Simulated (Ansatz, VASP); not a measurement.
Zr2HS4 in VASP and in Ansatz

File INCAR:

```
  PREC = Accurate
  ENCUT = 400
  EDIFF = 1E-6
  ISMEAR = 0
  SIGMA = 0.05
  LREAL = False
  LASPH = True
  NELM = 120
  ALGO = Normal
  ISIF = 2
  LWAVE = False
  LCHARG = True
  LDIPOL = True
  IDIPOL = 3
  DIPOL = 0.5 0.5 0.276
  GGA = PE
  IVDW = 12
  LELF = True
  LVHAR = True
  LVACPOTAV = True
  NBANDS = 62
  GGA_COMPAT = False
  NELMDL = -8
```

KPOINTS

```
regular mesh
0
Gamma
  6 6 1
```

Contents of POSCAR:

```
Zr2HS4
1.0
    7.2976778227      0.0000000000      0.0000000000
   -3.6488389114      6.3199743831      0.0000000000
    0.0000000000      0.0000000000     20.9171506047
S Zr H
8 4 2
Direct
    0.3333333333      0.1666666667      0.1912306354
    0.3333333333      0.6666666667      0.1912306354
    0.8333333333      0.1666666667      0.1912306354
    0.8333333333      0.6666666667      0.1912306354
    0.1666666667      0.3333333333      0.3306927762
    0.1666666667      0.8333333333      0.3306927762
    0.6666666667      0.3333333333      0.3306927762
    0.6666666667      0.8333333333      0.3306927762
    0.0000000000      0.0000000000      0.2609617058
    0.0000000000      0.5000000000      0.2609617058
    0.5000000000      0.0000000000      0.2609617058
    0.5000000000      0.5000000000      0.2609617058
    0.3036654916      0.6963345084      0.3675046736
    0.3630011751      0.6369988249      0.3675046736
```

Input for Ansatz:

```yaml
crystal:
  lattice:
    - [7.2976778227, 0.0, 0.0]
    - [-3.6488389114, 6.3199743831, 0.0]
    - [0.0, 0.0, 20.9171506047]
  atoms:
    - { symbol: S, position: [0.3333333333, 0.1666666667, 0.1912306354] }
    - { symbol: S, position: [0.3333333333, 0.6666666667, 0.1912306354] }
    - { symbol: S, position: [0.8333333333, 0.1666666667, 0.1912306354] }
    - { symbol: S, position: [0.8333333333, 0.6666666667, 0.1912306354] }
    - { symbol: Zr, position: [0.0, 0.0, 0.2609617058] }
    - { symbol: Zr, position: [0.0, 0.5, 0.2609617058] }
    - { symbol: Zr, position: [0.5, 0.0, 0.2609617058] }
    - { symbol: Zr, position: [0.5, 0.5, 0.2609617058] }
    - { symbol: S, position: [0.1666666667, 0.3333333333, 0.3306927762] }
    - { symbol: S, position: [0.1666666667, 0.8333333333, 0.3306927762] }
    - { symbol: S, position: [0.6666666667, 0.3333333333, 0.3306927762] }
    - { symbol: S, position: [0.6666666667, 0.8333333333, 0.3306927762] }
    - { symbol: H, position: [0.3036654916, 0.6963345084, 0.3675046736] }
    - { symbol: H, position: [0.3630011751, 0.6369988249, 0.3675046736] }
basis:
  ecutwfc: 420
kpoints:
  mp_grid: { grid: [6, 6, 1] }
hamiltonian:
  xc: pbe
  pseudopotentials: { kind: paw, azcp: { folder: soft_1 } }
  dispersion: d3bj
scf:
  occupations: { method: gaussian, width: 0.05 }
output:
  forces: true
  eigenvalues: true
  write_density: true
  write_potential: true
  elf: true
  volumetric_format: npy
efield:
  axis: 3
  dipole_correction: true
  ramp_width: 0.04
```

Alike in both runs: task single point; functional PBE; dispersion D3(BJ); k mesh 6 × 6 × 1; occupations gaussian, width 0.05 eV; no spin polarisation.

```csv
,VASP,Ansatz
version,VASP 6.6.1,Ansatz 0.2.0
potentials or method,"VASP PAW PBE potentials, release 64 (S, Zr_sv, H), cutoff 400 eV","scalar-relativistic, plane waves, PAW"
valence electrons in the cell,98,98
```

```tsv
	VASP	Ansatz	Ansatz less VASP
gap on the k mesh at the Fermi level (eV)	0.95	0.95	0.000
least direct gap on the mesh (eV)	0.96	0.96	0.000
rms of the force components (eV/Å)	0.359	0.359	-0.0005
```

Ansatz's warnings: xc potential rough in thin density.
